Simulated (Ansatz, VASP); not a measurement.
**Two plane-wave programs on KZrN**

INCAR

```
SYSTEM = KZrN
PREC     = Accurate       ! precision mode
ENCUT    = 520            ! plane-wave cutoff, eV
EDIFF    = 1E-6           ! SCF threshold, eV
ISMEAR   = 0              ! smearing method
SIGMA    = 0.1            ! smearing width, eV
LREAL    = .FALSE.        ! projectors in reciprocal space
LASPH    = .TRUE.         ! aspherical terms in the spheres
NELM     = 60             ! most SCF steps
ALGO     = Normal         ! electronic algorithm
ISIF     = 2              ! what is computed and relaxed
LWAVE    = .FALSE.        ! write WAVECAR
LCHARG   = .FALSE.        ! write CHGCAR
GGA      = PE             ! functional
NBANDS   = 20             ! bands
```

The input KPOINTS:

```
regular mesh
0
G
  4 4 4
  0 0 0
```

File POSCAR:

```
KZrN
1.0
    3.8559990400      0.0000000000      0.0000000000
    0.0000000000      3.8559990400      0.0000000000
    0.0000000000      0.0000000000      3.9274979300
K Zr N
1 1 1
Direct
    0.0000000000      0.0000000000      0.0000000000
    0.5000000000      0.5000000000      0.5000000000
    0.5000000000      0.5000000000      0.0000000000
```

Input for Ansatz:

```yaml
crystal:
  lattice:
    - [3.85599904, 0.0, 0.0]
    - [0.0, 3.85599904, 0.0]
    - [0.0, 0.0, 3.92749793]
  atoms:
    - { symbol: K, position: [0.0, 0.0, 0.0] }
    - { symbol: Zr, position: [0.5, 0.5, 0.5] }
    - { symbol: "N", position: [0.5, 0.5, 0.0] }
basis:
  ecutwfc: 420
kpoints:
  mp_grid: { grid: [4, 4, 4] }
hamiltonian:
  xc: pbe
scf:
  occupations: { method: gaussian, width: 0.1 }
  lower_state_search: "off"
output:
  forces: true
  stress: true
  eigenvalues: true
```

Change from the starting cell: species swapped into the DyCoC type (P4/mmm, No. 123).

Alike in both runs: task single point; functional PBE; k mesh 4 × 4 × 4; occupations gaussian, width 0.1 eV; no spin polarisation.

|  | VASP | Ansatz |
| --- | --- | --- |
| version | VASP 6.6.1 | Ansatz 0.2.0 |
| potentials or method | VASP PAW PBE potentials, release 64 (K_sv, Zr_sv, N), cutoff 520 eV | scalar-relativistic, plane waves, PAW |
| valence electrons in the cell | 26 | 26 |

|  | VASP | Ansatz | Ansatz less VASP |
| --- | --- | --- | --- |
| gap on the k mesh at the Fermi level (eV) | none | none | - |
| pressure (GPa) | 18.0 | 17.8 | -0.18 |
| traceless stress, the component that is largest in VASP (GPa) | 15.09 | 14.99 | -0.096 |

A gap of «none» marks a metal or a gap that the smearing closes.

The k mesh is coarse, so the values compare programs but aren't converged.
